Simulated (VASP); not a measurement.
# SrTi2O4 (Fd-3m) in VASP: notebook, part 2 of 2

VASP 6.6.1. Earlier steps stand in the parts before.

## 3. Single point, PBE, collinear spin

INCAR reads:

```
SYSTEM = SrTi2O4
PREC     = Accurate       ! precision mode
ENCUT    = 520            ! plane-wave cutoff, eV
EDIFF    = 1E-7           ! SCF threshold, eV
ISMEAR   = 0              ! smearing method
SIGMA    = 0.1            ! smearing width, eV
LREAL    = .False.        ! projectors in reciprocal space
LASPH    = .True.         ! aspherical terms in the spheres
NELM     = 150            ! most SCF steps
ALGO     = Normal         ! electronic algorithm
ISIF     = 2              ! what is computed and relaxed
LWAVE    = .False.        ! write WAVECAR
LCHARG   = .False.        ! write CHGCAR
ISPIN    = 2              ! spin polarisation
MAGMOM   = 0 0 0.11 0.11 0.11 0.11 0 0 0 0 0 0 0 0 ! initial moments
LORBIT   = 11             ! projections on sites
LMAXMIX  = 4              ! l up to which the mixer works
GGA      = PE             ! functional
NBANDS   = 75             ! bands
```

KPOINTS reads:

```
regular mesh
0
Gamma
  6 6 6
  0 0 0
```

POSCAR reads:

```
SrTi2O4
1.0
    0.0000000000      4.5233688293      4.5233688293
    4.5233688293      0.0000000000      4.5233688293
    4.5233688293      4.5233688293      0.0000000000
Sr Ti O
2 4 8
Direct
    0.2500000000      0.2500000000      0.2500000000
    0.0000000000      0.0000000000      0.0000000000
    0.6250000000      0.6250000000      0.1250000000
    0.1250000000      0.6250000000      0.6250000000
    0.6250000000      0.1250000000      0.6250000000
    0.6250000000      0.6250000000      0.6250000000
    0.3962111785      0.3962111785      0.3962111785
    0.3962111785      0.8113664645      0.3962111785
    0.8113664645      0.3962111785      0.3962111785
    0.8537888215      0.8537888215      0.4386335355
    0.3962111785      0.3962111785      0.8113664645
    0.8537888215      0.4386335355      0.8537888215
    0.4386335355      0.8537888215      0.8537888215
    0.8537888215      0.8537888215      0.8537888215
```

Potentials or basis: VASP PAW PBE potentials, release 64 (Sr_sv, Ti_sv, O).

On the command line:

```
$ cat potpaw_PBE.64/Sr_sv/POTCAR potpaw_PBE.64/Ti_sv/POTCAR potpaw_PBE.64/O/POTCAR > POTCAR
$ mpirun -np 1 vasp_std > vasp.out
```

OUTCAR:

```text
SYSTEM = SrTi2O4
   PREC = Accurate
   ENCUT = 520
   EDIFF = 1E-7
   ISMEAR = 0
   LREAL = .False.
   LASPH = .True.
   NELM = 150
   ISIF = 2
   ISPIN = 2
   LORBIT = 11
   GGA = PE

 ion  position               nearest neighbor table
   1  0.250  0.250  0.250-  11 2.29   9 2.29   8 2.29   7 2.29   4 3.75   5 3.75   3 3.75   6 3.75
                             6 3.75   6 3.75   3 3.75   4 3.75   5 3.75   3 3.75   5 3.75   4 3.75
   2  0.000  0.000  0.000-  10 2.29  12 2.29  13 2.29  14 2.29   4 3.75   5 3.75   3 3.75   6 3.75
                             6 3.75   6 3.75   4 3.75   5 3.75   4 3.75   5 3.75   3 3.75   3 3.75
   3  0.625  0.625  0.125-   7 2.09  14 2.09   9 2.09  12 2.09  13 2.09   8 2.09   1 3.75   2 3.75
                             1 3.75   1 3.75   2 3.75   2 3.75
   4  0.125  0.625  0.625-   7 2.09  14 2.09  11 2.09  10 2.09  12 2.09   8 2.09   1 3.75   2 3.75
                             1 3.75   1 3.75   2 3.75   2 3.75
   5  0.625  0.125  0.625-   7 2.09  14 2.09  11 2.09  10 2.09  13 2.09   9 2.09   1 3.75   2 3.75
                             1 3.75   1 3.75   2 3.75   2 3.75
   6  0.625  0.625  0.625-   8 2.09   9 2.09  12 2.09  13 2.09  10 2.09  11 2.09   1 3.75   1 3.75
                             1 3.75   2 3.75   2 3.75   2 3.75
   7  0.396  0.396  0.396-   3 2.09   4 2.09   5 2.09   1 2.29
   8  0.396  0.811  0.396-   6 2.09   3 2.09   4 2.09   1 2.29
   9  0.811  0.396  0.396-   6 2.09   3 2.09   5 2.09   1 2.29
  10  0.854  0.854  0.439-   6 2.09   5 2.09   4 2.09   2 2.29
  11  0.396  0.396  0.811-   6 2.09   5 2.09   4 2.09   1 2.29
  12  0.854  0.439  0.854-   6 2.09   3 2.09   4 2.09   2 2.29
  13  0.439  0.854  0.854-   6 2.09   3 2.09   5 2.09   2 2.29
  14  0.854  0.854  0.854-   3 2.09   4 2.09   5 2.09   2 2.29

  LATTYP: Found a face centered cubic cell.
 ALAT       =     9.0467376586

  Lattice vectors:

 A1 = (   0.0000000000,   4.5233688293,   4.5233688293)
 A2 = (   4.5233688293,   0.0000000000,   4.5233688293)
 A3 = (   4.5233688293,   4.5233688293,   0.0000000000)

Analysis of symmetry for initial positions (statically):
=====================================================================
 Subroutine PRICEL returns:
 Original cell was already a primitive cell.

[... 2559 lines left out ...]
  in kB        6.5530436      6.5530436      6.5530436      0.0000000     -0.0000000      0.0000000
  external PRESSURE =       6.5530436 kB  Pullay stress =       0.0000000 kB

 VOLUME and BASIS-vectors are now :
 -----------------------------------------------------------------------------
  energy-cutoff  :      520.00
  volume of cell :      185.10
      direct lattice vectors                 reciprocal lattice vectors
     0.000000000  4.523368829  4.523368829    -0.110537084  0.110537084  0.110537084
     4.523368829  0.000000000  4.523368829     0.110537084 -0.110537084  0.110537084
     4.523368829  4.523368829  0.000000000     0.110537084  0.110537084 -0.110537084

 POSITION                                       TOTAL-FORCE (eV/Angst)
 -----------------------------------------------------------------------------------
      2.26168      2.26168      2.26168         0.000000     -0.000000      0.000000
      0.00000      0.00000      0.00000         0.000000     -0.000000      0.000000
      3.39253      3.39253      5.65421         0.000000     -0.000000      0.000000
      5.65421      3.39253      3.39253         0.000000     -0.000000      0.000000
      3.39253      5.65421      3.39253         0.000000     -0.000000      0.000000
      5.65421      5.65421      5.65421         0.000000     -0.000000      0.000000
      3.58442      3.58442      3.58442         0.021564      0.021564      0.021564
      5.46232      3.58442      5.46232        -0.021564      0.021564     -0.021564
      3.58442      5.46232      5.46232         0.021564     -0.021564     -0.021564
      5.84610      5.84610      7.72400         0.021564      0.021564     -0.021564
      5.46232      5.46232      3.58442        -0.021564     -0.021564      0.021564
      5.84610      7.72400      5.84610         0.021564     -0.021564      0.021564
      7.72400      5.84610      5.84610        -0.021564      0.021564      0.021564
      7.72400      7.72400      7.72400        -0.021564     -0.021564     -0.021564
 -----------------------------------------------------------------------------------
    total drift:                               -0.000000     -0.000000      0.000000

  FREE ENERGIE OF THE ION-ELECTRON SYSTEM (eV)
  ---------------------------------------------------
  free  energy   TOTEN  =      -113.0735125228 eV

  energy  without entropy=     -113.0297329888  energy(sigma->0) =     -113.05162276

 total charge

# of ion       s       p       d       tot
------------------------------------------
    1        2.022   5.819   0.344   8.185
    2        2.022   5.819   0.344   8.185
    3        2.165   6.175   1.816  10.156
    4        2.165   6.175   1.816  10.156
    5        2.165   6.175   1.816  10.156
    6        2.165   6.175   1.816  10.156
    7        1.561   3.486   0.000   5.047
    8        1.561   3.486   0.000   5.047
    9        1.561   3.486   0.000   5.047
   10        1.561   3.486   0.000   5.047
   11        1.561   3.486   0.000   5.047
   12        1.561   3.486   0.000   5.047
   13        1.561   3.486   0.000   5.047
   14        1.561   3.486   0.000   5.047
--------------------------------------------------
tot         25.195  64.227   7.951  97.374

 magnetization (x)

# of ion       s       p       d       tot
------------------------------------------
    1        0.000   0.000   0.000   0.000
    2        0.000   0.000   0.000   0.000
    3        0.000   0.000   0.000   0.000
    4        0.000   0.000   0.000   0.000
    5        0.000   0.000   0.000   0.000
    6        0.000   0.000   0.000   0.000
    7        0.000   0.000   0.000   0.000
    8        0.000   0.000   0.000   0.000
    9        0.000   0.000   0.000   0.000
   10        0.000   0.000   0.000   0.000
   11        0.000   0.000   0.000   0.000
   12        0.000   0.000   0.000   0.000
   13        0.000   0.000   0.000   0.000
   14        0.000   0.000   0.000   0.000
--------------------------------------------------
tot          0.000   0.000   0.001   0.001
```

OSZICAR:

```text
N       E                     dE             d eps       ncg     rms          rms(c)
DAV:   1     0.166764391196E+04    0.16676E+04   -0.56750E+04  4800   0.174E+03
DAV:   2     0.172764149749E+03   -0.14949E+04   -0.14128E+04  4905   0.534E+02
[... 18 lines left out ...]
DAV:  21    -0.113073518609E+03   -0.21950E-04   -0.30486E-05  5813   0.288E-02    0.256E-02
DAV:  22    -0.113073511011E+03    0.75982E-05   -0.21200E-05  6152   0.240E-02    0.270E-02
DAV:  23    -0.113073511629E+03   -0.61843E-06   -0.53139E-06  6805   0.105E-02    0.196E-02
DAV:  24    -0.113073512248E+03   -0.61930E-06   -0.10196E-06  5528   0.519E-03    0.994E-03
DAV:  25    -0.113073512546E+03   -0.29778E-06   -0.71335E-07  4711   0.413E-03    0.128E-03
DAV:  26    -0.113073512523E+03    0.23338E-07   -0.15133E-07  4032   0.192E-03
   1 F= -.11307351E+03 E0= -.11305162E+03  d E =-.437795E-01  mag=     0.0008
```

stdout:

```text
POSCAR found type information on POSCAR SrTiO
 POSCAR found :  3 types and      14 ions
 scaLAPACK will be used
 LDA part: xc-table for (Slater+PW92), standard interpolation
 POSCAR, INCAR and KPOINTS ok, starting setup
 FFT: planning ... GRIDC
 FFT: planning ... GRID_SOFT
 FFT: planning ... GRID
 WAVECAR not read
 entering main loop
```

Wall time 25 min (1 thread of Oxide Virtual Turin-like, shared host); peak memory 0.57 GiB.

Results:

```yaml
Free_energy: -113.0735 eV
Pressure: 0.7 GPa
Largest_force: 0.037 eV/Å
Band_gap_on_the_k_mesh: 0.06 eV (least direct gap 0.08 eV)
Net_moment: 0.00 μB per cell
Valence_electrons_inside_the_program's_atomic_spheres: Sr 8.19; Ti 10.16; O 5.05
```

Forces on the atoms (eV/Å):
```
Sr   0.000  0.000  0.000
Sr   0.000  0.000  0.000
Ti   0.000  0.000  0.000
Ti   0.000  0.000  0.000
Ti   0.000  0.000  0.000
Ti   0.000  0.000  0.000
O    0.022  0.022  0.022
O   -0.022  0.022 -0.022
O    0.022 -0.022 -0.022
O    0.022  0.022 -0.022
O   -0.022 -0.022  0.022
O    0.022 -0.022  0.022
O   -0.022  0.022  0.022
O   -0.022 -0.022 -0.022
```

A k mesh can miss the band edges.
